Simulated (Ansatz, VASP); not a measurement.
## Ti in VASP and in Ansatz

```
Ti
1.0
     0.00000    2.83299    2.83299
     2.83299    0.00000    2.83299
     2.83299    2.83299    0.00000
Ti
2
Direct
  0.12500 0.12500 0.12500
  0.87500 0.87500 0.87500
```

Alike in both runs: task single point; functional BLYP; k mesh 11 × 11 × 11; occupations fermi-dirac, width 0.1 eV; no spin polarisation.

```csv
,VASP,Ansatz
version,VASP 6.6.1,Ansatz 0.2.0
potentials or method,"VASP PAW PBE potentials, release 64 (Ti_sv), cutoff 520 eV","plane waves (420 eV) with PAW, scalar-relativistic"
valence electrons in the cell,24,24
```

```tsv
	VASP	Ansatz	Ansatz less VASP
pressure (GPa)	2.7	2.7	0.00
```

VASP's potentials were made for PBE, not for BLYP.
